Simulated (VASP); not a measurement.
Here is a VASP 6.6.1 calculation.

Contents of POSCAR:

```
CaS
1.0
    0.0000000000      2.8430011916      2.8430011916
    2.8430011916      0.0000000000      2.8430011916
    2.8430011916      2.8430011916      0.0000000000
Ca S
1 1
Direct
    0.5000000000      0.5000000000      0.5000000000
    0.0000000000      0.0000000000      0.0000000000
```

The input INCAR.step1:

```
SYSTEM = CaS
  PREC = Accurate
  ENCUT = 400
  EDIFF = 1E-5
  ISMEAR = 0
  SIGMA = 0.05
  LREAL = .False.
  LASPH = .True.
  NELM = 120
  ALGO = Normal
  ISIF = 2
  LWAVE = .True.
  LCHARG = .False.
  GGA = PE
  NBANDS = 15
  GGA_COMPAT = .False.
```

The input INCAR.step2:

```
SYSTEM = CaS
  PREC = Accurate
  ENCUT = 400
  EDIFF = 1E-6
  ISMEAR = 0
  SIGMA = 0.05
  LREAL = .False.
  LASPH = .True.
  NELM = 120
  ALGO = Normal
  ISIF = 2
  LWAVE = .False.
  LCHARG = .False.
  GGA = PE
  LHFCALC = .True.
  AEXX = 0.1
  HFSCREEN = 0.20787
  PRECFOCK = Normal
  ISTART = 1
  NBANDS = 15
  GGA_COMPAT = .False.
```

The input KPOINTS:

```
regular mesh
0
Gamma
  4 4 4
  0 0 0
```

Potentials or basis: VASP PAW PBE potentials, release 64 (Ca_sv, S).

Run with:

```bash
$ cat potpaw_PBE.64/Ca_sv/POTCAR potpaw_PBE.64/S/POTCAR > POTCAR
$ cp INCAR.step1 INCAR
$ mpirun -np 1 vasp_std > vasp.out
$ cp INCAR.step2 INCAR
$ mpirun -np 1 vasp_std > vasp.out
```

Question: Estimate the pressure.

Answer: 0.9 GPa.

Question: What does it give for the band gap on the k mesh?

Answer: 2.75 eV (least direct gap 3.60 eV).

Caveat: the k points lie up to 0.48 Å⁻¹ apart; the PAW data sets were made with another functional, which shifts forces and pressure a little. A k mesh can miss the band edges.
